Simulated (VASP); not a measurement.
A run of VASP 6.6.1:

Contents of INCAR:

```
SYSTEM = CuSb3
  ALGO = Normal
  EDIFF = 1E-6
  ENCUT = 520
  GGA = PE
  ISIF = 2
  ISMEAR = 0
  LASPH = .True.
  LCHARG = .False.
  LREAL = .False.
  LWAVE = .False.
  NBANDS = 21
  NELM = 60
  PREC = Accurate
  SIGMA = 0.1
```

KPOINTS

```
k-points
0
Gamma
  4 4 4
  0 0 0
```

The input POSCAR:

```
CuSb3
1.0
    4.5499615279      0.0000000000      0.0000000000
    0.0000000000      4.5499615279      0.0000000000
    0.0000000000      0.0000000000      4.5499615279
Cu Sb
1 3
Direct
    0.0000000000      0.0000000000      0.0000000000
    0.0000000000      0.5000000000      0.5000000000
    0.5000000000      0.0000000000      0.5000000000
    0.5000000000      0.5000000000      0.0000000000
```

Potentials or basis: VASP PAW PBE potentials, release 64 (Cu, Sb).

Command:

```sh
$ cat potpaw_PBE.64/Cu/POTCAR potpaw_PBE.64/Sb/POTCAR > POTCAR
$ mpirun -np 1 vasp_std > vasp.out
```

Hardware: 1 thread of Intel(R) Xeon(R) Platinum 8488C (Sapphire Rapids) (shared host).

Task: How long does it take, and how much memory?

Result: Run time: 19 s on 1 thread of Intel(R) Xeon(R) Platinum 8488C (Sapphire Rapids) (shared host), peak memory 0.2 GiB. Counts: scf iterations 17, k points 10.
